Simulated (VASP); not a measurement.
# CdSe (F-43m) in VASP: further runs, part 2 of 2

VASP 6.6.1. The steps go on from the part before.

### 4 Single point, PBEsol+D3(BJ)

This run uses another cell than the first one, of 27.35 Å³/atom.

INCAR

```
SYSTEM = CdSe
PREC = Accurate ; ENCUT = 520
EDIFF = 1E-6 ; ISMEAR = -1
SIGMA = 0.05 ; LREAL = .False.
LASPH = .True. ; NELM = 60
ALGO = Normal ; ISIF = 2
LWAVE = .False. ; LCHARG = .False.
GGA = PS ; IVDW = 12
NBANDS = 16
```

KPOINTS

```
Automatic mesh
0
Gamma
  8 8 8
  0 0 0
```

POSCAR

```
CdSe
1.0
    0.0000000000      3.0129284648      3.0129284648
    3.0129284648      0.0000000000      3.0129284648
    3.0129284648      3.0129284648      0.0000000000
Cd Se
1 1
Direct
    0.0000000000      0.0000000000      0.0000000000
    0.2500000000      0.2500000000      0.2500000000
```

Potentials or basis: VASP PAW PBE potentials, release 64 (Cd, Se).

Command:

```
cat potpaw_PBE.64/Cd/POTCAR potpaw_PBE.64/Se/POTCAR > POTCAR
mpirun -np 1 vasp_std > vasp.out
```

OUTCAR:

```text
SYSTEM = CdSe
   PREC = Accurate
   ENCUT = 520
   EDIFF = 1E-6
   ISMEAR = -1
   LREAL = .False.
   LASPH = .True.
   NELM = 60
   ISIF = 2
   GGA = PS
   IVDW = 12
 IVDW          = 12

 ion  position               nearest neighbor table
   1  0.000  0.000  0.000-   2 2.61   2 2.61   2 2.61   2 2.61
   2  0.250  0.250  0.250-   1 2.61   1 2.61   1 2.61   1 2.61

  LATTYP: Found a face centered cubic cell.
 ALAT       =     6.0258569296

  Lattice vectors:

 A1 = (   0.0000000000,   3.0129284648,   3.0129284648)
 A2 = (   3.0129284648,   0.0000000000,   3.0129284648)
 A3 = (   3.0129284648,   3.0129284648,   0.0000000000)

Analysis of symmetry for initial positions (statically):
=====================================================================
 Subroutine PRICEL returns:
 Original cell was already a primitive cell.

 Routine SETGRP: Setting up the symmetry group for a
 face centered cubic supercell.

 Subroutine GETGRP returns: Found 24 space group operations
 (whereof 24 operations were pure point group operations)
 out of a pool of 48 trial point group operations.

The static configuration has the point symmetry T_d .

Analysis of symmetry for dynamics (positions and initial velocities):
=====================================================================
 Subroutine PRICEL returns:
 Original cell was already a primitive cell.

 Routine SETGRP: Setting up the symmetry group for a
 face centered cubic supercell.

 Subroutine GETGRP returns: Found 24 space group operations
 (whereof 24 operations were pure point group operations)
 out of a pool of 48 trial point group operations.

The dynamic configuration has the point symmetry T_d .

 Subroutine INISYM returns: Found 24 space group operations
 (whereof 24 operations are pure point group operations),
 and found     1 'primitive' translations

----------------------------------------------------------------------------------------

[... 111 lines left out ...]
     AMIX     =   0.40;   BMIX     =  1.00
     AMIX_MAG =   1.60;   BMIX_MAG =  1.00
  volume/ion in A,a.u.               =      27.35       184.57
  Fermi-wavevector in a.u.,A,eV,Ry     =   1.130230  2.135825 17.380354  1.277420
  Thomas-Fermi vector in A             =   2.266926
   LORBIT       =      0    0 simple, 1 ext, 2 COOP (PROOUT), +10 PAW based schemes
   GGA     = PS    functional components
   LHFCALC =     F    Hartree Fock is set to
   AEXX    =    0.0000 exact exchange contribution
   IVDW    =    12    specifies the selected vdW correction
   LEPSILON=     F    determine dielectric tensor
   LRPA    =     F    only Hartree local field effects (RPA)
 non-spin polarized calculation
  energy-cutoff  :      520.00
  volume of cell :       54.70
 maximum number of plane-waves:      1480
   NGX = 15   NGY = 15   NGZ = 15

 number of electron      17.9999993 magnetization

 Free energy of the ion-electron system (eV)
  ---------------------------------------------------
  ext. energy  EPLUGINS =         0.00000000
  ---------------------------------------------------
  free energy    TOTEN  =        -6.16631931 eV

  energy without entropy =       -6.16629369  energy(sigma->0) =       -6.16630650

 E-fermi :   1.3455     XC(G=0):  -9.2279

 val. band max:        1.0398577855   @ k =   0.0000   0.0000   0.0000
 cond. band min:       1.5773946928   @ k =   0.0000   0.0000   0.0000
 fundamental gap:      0.5375369073
 Fermi energy:         1.3455473121

 k-point     1 :       0.0000    0.0000    0.0000
  band No.  band energies     occupation
      1     -11.7479      2.00000
      2      -6.9756      2.00000
      3      -6.9756      2.00000
      4      -6.9756      2.00000
      5      -6.5627      2.00000
      6      -6.5627      2.00000
[... 433 lines left out ...]
      3      -6.8062      2.00000
      4      -6.5864      2.00000
      5      -6.5454      2.00000
      6      -6.1528      2.00000
[... 8 lines left out ...]
     15      12.6766      0.00000
     16      13.6847      0.00000

 [... further k-points ...]

------------------------ aborting loop because EDIFF is reached ----------------------------------------

 Edisp (eV)   -0.60716

 E8    (eV) :    -0.3972

  FORCE on cell =-STRESS in cart. coord.  units (eV):
  Direction    XX          YY          ZZ          XY          YZ          ZX
  --------------------------------------------------------------------------------------
  -------------------------------------------------------------------------------------
  Total       0.05298     0.05298     0.05298     0.00000     0.00000     0.00000
  in kB       1.55186     1.55186     1.55186     0.00000     0.00000     0.00000
  external pressure =        1.55 kB  Pullay stress =        0.00 kB

 VOLUME and BASIS-vectors are now :
 -----------------------------------------------------------------------------
  energy-cutoff  :      520.00
  volume of cell :       54.70
      direct lattice vectors                 reciprocal lattice vectors
     0.000000000  3.012928465  3.012928465    -0.165951501  0.165951501  0.165951501
     3.012928465  0.000000000  3.012928465     0.165951501 -0.165951501  0.165951501
     3.012928465  3.012928465  0.000000000     0.165951501  0.165951501 -0.165951501

 POSITION                                       TOTAL-FORCE (eV/Angst)
 -----------------------------------------------------------------------------------
      0.00000      0.00000      0.00000        -0.000000     -0.000000     -0.000000
      1.50646      1.50646      1.50646         0.000000      0.000000      0.000000
 -----------------------------------------------------------------------------------
    total drift:                               -0.000000     -0.000000     -0.000000

  FREE ENERGIE OF THE ION-ELECTRON SYSTEM (eV)
  ---------------------------------------------------
  free  energy   TOTEN  =        -6.7734792597 eV

  energy  without entropy=       -6.7734536328  energy(sigma->0) =       -6.77346645
```

OSZICAR:

```text
N       E                     dE             d eps       ncg     rms          rms(c)
DAV:   1     0.107572841012E+03    0.10757E+03   -0.90263E+03   960   0.102E+03
DAV:   2    -0.242978761404E+01   -0.11000E+03   -0.10323E+03  1104   0.247E+02
DAV:   3    -0.652689694399E+01   -0.40971E+01   -0.40912E+01  1128   0.500E+01
DAV:   4    -0.654396577423E+01   -0.17069E-01   -0.17068E-01  1152   0.320E+00
DAV:   5    -0.654407004034E+01   -0.10427E-03   -0.10427E-03  1184   0.216E-01    0.637E+00
DAV:   6    -0.619138968978E+01    0.35268E+00   -0.56280E-01  1392   0.997E+00    0.506E+00
DAV:   7    -0.616759567266E+01    0.23794E-01   -0.13489E-01  1088   0.254E+00    0.225E+00
DAV:   8    -0.616639870557E+01    0.11970E-02   -0.14208E-02  1096   0.148E+00    0.226E-01
DAV:   9    -0.616627727794E+01    0.12143E-03   -0.14271E-03  1112   0.524E-01    0.445E-02
DAV:  10    -0.616629660577E+01   -0.19328E-04   -0.14505E-04  1224   0.157E-01    0.361E-02
DAV:  11    -0.616631976597E+01   -0.23160E-04   -0.40661E-05  1112   0.473E-02    0.148E-02
DAV:  12    -0.616631931496E+01    0.45101E-06   -0.16940E-06   848   0.181E-02
   1 F= -.67734793E+01 E0= -.67734664E+01  d E =-.256269E-04
```

stdout:

```text
POSCAR found type information on POSCAR CdSe
 POSCAR found :  2 types and       2 ions
 scaLAPACK will be used
 -----------------------------------------------------------------------------
|                                                                             |
|                                                                             |
|     You enforced a specific xc type in the INCAR file but a different       |
|     I HOPE YOU KNOW WHAT YOU ARE DOING!                                     |
|                                                                             |
 -----------------------------------------------------------------------------

 LDA part: xc-table for (Slater+PW92), standard interpolation
 POSCAR, INCAR and KPOINTS ok, starting setup
 FFT: planning ... GRIDC
 FFT: planning ... GRID_SOFT
 FFT: planning ... GRID
 WAVECAR not read
 entering main loop
```

It took 16 s on 1 thread of Intel Xeon Platinum 8375C at 2.90GHz (Ice Lake), shared host; peak memory 0.19 GiB.

Results:

| Item | Value |
| --- | --- |
| Free energy | -6.7735 eV |
| Pressure | 0.2 GPa |
| Band gap on the k mesh | 0.54 eV |
| Dispersion energy per atom | -0.304 eV |

Caveat: three body term missing; semilocal functionals underestimate gaps, and a narrow one can read as zero; the PAW data sets were made with another functional, which shifts forces and pressure a little.

### 5 Single point, PBEsol+D4

This run uses another cell than the first one, of 27.57 Å³/atom.

INCAR

```
SYSTEM = CdSe
  ALGO = Normal
  EDIFF = 1E-6
  ENCUT = 520
  GGA = PS
  ISIF = 2
  ISMEAR = -1
  IVDW = 13
  LASPH = .True.
  LCHARG = .False.
  LREAL = .False.
  LWAVE = .False.
  NBANDS = 16
  NELM = 60
  PREC = Accurate
  SIGMA = 0.05
```

KPOINTS

```
k-points
0
Gamma
  8 8 8
  0 0 0
```

POSCAR

```
CdSe
1.0
    0.0000000000      3.0209831446      3.0209831446
    3.0209831446      0.0000000000      3.0209831446
    3.0209831446      3.0209831446      0.0000000000
Cd Se
1 1
Direct
    0.0000000000      0.0000000000      0.0000000000
    0.2500000000      0.2500000000      0.2500000000
```

Command:

```
cat potpaw_PBE.64/Cd/POTCAR potpaw_PBE.64/Se/POTCAR > POTCAR
mpirun -np 1 vasp_std > vasp.out
```

Wall time 16 s (1 thread of Intel Xeon Platinum 8375C at 2.90GHz (Ice Lake), shared host); peak memory 0.18 GiB.

The run converged. Its results:

```yaml
Free_energy: -6.5621 eV
Pressure: 0.4 GPa
Band_gap_on_the_k_mesh: 0.52 eV
Dispersion_energy_per_atom: -0.196 eV
```

Levels at points of the mesh, in eV from the valence-band top:
```
           k point  band 6  band 7  band 8  band 9  band 10  band 11  band 12  band 13
(0.00, 0.00, 0.00)   -7.58    0.00    0.00    0.00     0.52     5.85     5.85     5.85
(0.50, 0.00, 0.00)   -7.27   -4.57   -0.79   -0.79     2.31     6.37     6.37     7.33
(0.50, 0.50, 0.00)   -7.21   -4.22   -1.95   -1.95     2.96     3.69     9.08    10.25
```

Caveat: semilocal functionals underestimate gaps, and a narrow one can read as zero; the PAW data sets were made with another functional, which shifts forces and pressure a little.

### 6 Single point, PBEsol

This run uses another cell than the first one, of 28.13 Å³/atom.

INCAR

```
SYSTEM = CdSe
ALGO     = Normal         ! electronic algorithm
EDIFF    = 1E-6           ! SCF threshold, eV
ENCUT    = 520            ! plane-wave cutoff, eV
GGA      = PS             ! functional
ISIF     = 2              ! what is computed and relaxed
ISMEAR   = -1             ! smearing method
LASPH    = .TRUE.         ! aspherical terms in the spheres
LCHARG   = .TRUE.         ! write CHGCAR
LELF     = .TRUE.         ! ELF
LREAL    = .FALSE.        ! projectors in reciprocal space
LVHAR    = .TRUE.       
LWAVE    = .FALSE.        ! write WAVECAR
NBANDS   = 16             ! bands
NELM     = 100            ! most SCF steps
PREC     = Accurate       ! precision mode
SIGMA    = 0.05           ! smearing width, eV
```

KPOINTS

```
k-points
0
G
  8 8 8
  0 0 0
```

POSCAR

```
CdSe
1.0
    0.0000000000      3.0413240220      3.0413240220
    3.0413240220      0.0000000000      3.0413240220
    3.0413240220      3.0413240220      0.0000000000
Cd Se
1 1
Direct
    0.0000000000      0.0000000000      0.0000000000
    0.2500000000      0.2500000000      0.2500000000
```

Potentials or basis: VASP PAW PBE potentials, release 64 (Cd, Se).

Command:

```
cat potpaw_PBE.64/Cd/POTCAR potpaw_PBE.64/Se/POTCAR > POTCAR
mpirun -np 1 vasp_std > vasp.out
```

Run time: 16 s. Hardware: 1 thread of Intel Xeon Platinum 8375C at 2.90GHz (Ice Lake), shared host; peak memory 0.18 GiB.

It converged, with:

```
Free energy            : -6.1771 eV
Pressure               : 0.3 GPa
Band gap on the k mesh : 0.48 eV
```

Levels at points of the mesh, in eV from the valence-band top:
```csv
k point,band 7,band 8,band 9,band 10,band 11,band 12
"(0.00, 0.00, 0.00)",0.00,0.00,0.00,0.48,5.85,5.85
"(0.50, 0.00, 0.00)",-4.45,-0.76,-0.76,2.29,6.36,6.36
"(0.50, 0.50, 0.00)",-4.13,-1.88,-1.88,3.00,3.67,8.98
```

Caveat: semilocal functionals underestimate gaps, and a narrow one can read as zero; the PAW data sets were made with another functional, which shifts forces and pressure a little.

### 7 The runs side by side

```csv
level,cell,k mesh,gap on the mesh (eV),pressure (GPa)
PBE,"a = 4.342 Å, angles 60.0°, 2 atoms",4 × 4 × 4,0.53,1.8
PBEsol+D3(BJ),"a = 4.255 Å, angles 60.0°, 2 atoms",8 × 8 × 8,0.55,0.4
PBEsol+D3(BJ),"a = 4.261 Å, angles 60.0°, 2 atoms",8 × 8 × 8,0.54,0.2
PBEsol+D4,"a = 4.272 Å, angles 60.0°, 2 atoms",8 × 8 × 8,0.52,0.4
PBEsol,"a = 4.301 Å, angles 60.0°, 2 atoms",8 × 8 × 8,0.48,0.3
```

Alike in all rows: task single point; potentials or basis VASP PAW PBE potentials, release 64 (Cd, Se); no spin polarisation; cutoff (eV) 520; smearing fermi-dirac 0.05 eV.

Caveats: some runs use coarse meshes; semilocal functionals underestimate gaps, and a narrow one can read as zero; the PAW data sets were made with another functional, which shifts forces and pressure a little (at least some runs); three body term missing (at least some runs).

Total energies depend on the potentials used, so only differences within one code and one set of settings carry meaning.
